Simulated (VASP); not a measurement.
Write the native input for VASP 6.6.1 that does the following.

```
Task                   : single point
Functional             : PBE
Potentials or basis    : VASP PAW PBE potentials, release 64 (Mn_pv, Sb)
Cutoff                 : 520 eV
k mesh                 : 16 × 16 × 16
Occupations            : gaussian, width 0.1 eV
Spin                   : collinear spin, ferromagnetic start
Starting moments       : [3.49, 0.0] μB
Dipole correction      : no
Further INCAR settings : ALGO = Normal; EDIFF = 1e-07; NBANDS = 20
```

The structure of MnSb lies in POSCAR:

```
MnSb
1.0
    3.3717477514      0.0000000000      0.0000000000
    0.0000000000      3.3717477514      0.0000000000
    0.0000000000      0.0000000000      3.3717477514
Mn Sb
1 1
Direct
    0.0000000000      0.0000000000      0.0000000000
    0.5000000000      0.5000000000      0.5000000000
```

These files were run (other wordings do the same):

INCAR

```
SYSTEM = MnSb
PREC     = Accurate       ! precision mode
ENCUT    = 520            ! plane-wave cutoff, eV
EDIFF    = 1E-7           ! SCF threshold, eV
ISMEAR   = 0              ! smearing method
SIGMA    = 0.1            ! smearing width, eV
LREAL    = .FALSE.        ! projectors in reciprocal space
LASPH    = .TRUE.         ! aspherical terms in the spheres
NELM     = 150            ! most SCF steps
ALGO     = Normal         ! electronic algorithm
ISIF     = 2              ! what is computed and relaxed
LWAVE    = .FALSE.        ! write WAVECAR
LCHARG   = .FALSE.        ! write CHGCAR
ISPIN    = 2              ! spin polarisation
MAGMOM   = 3.49 0         ! initial moments
LORBIT   = 11             ! projections on sites
LMAXMIX  = 4              ! l up to which the mixer works
GGA      = PE             ! functional
NBANDS   = 20             ! bands
```

KPOINTS

```
Automatic mesh
0
G
  16 16 16
  0 0 0
```

Potentials or basis: VASP PAW PBE potentials, release 64 (Mn_pv, Sb).

Run with:

```sh
$ cat potpaw_PBE.64/Mn_pv/POTCAR potpaw_PBE.64/Sb/POTCAR > POTCAR
$ mpirun -np 1 vasp_std > vasp.out
```

It gave:

* Pressure: -0.1 GPa
* Net moment: 3.18 μB per cell
* Site moments: Mn +3.28; Sb -0.12 μB
* Valence electrons inside the program's atomic spheres: Mn 11.51; Sb 2.44

Caveat: a cell with one magnetic atom can't hold antiferromagnetic order, which such compounds often take.

Wall time 6.1 min on 1 thread of Intel Xeon 8259CL, with other jobs on the host, peak memory 0.32 GiB.
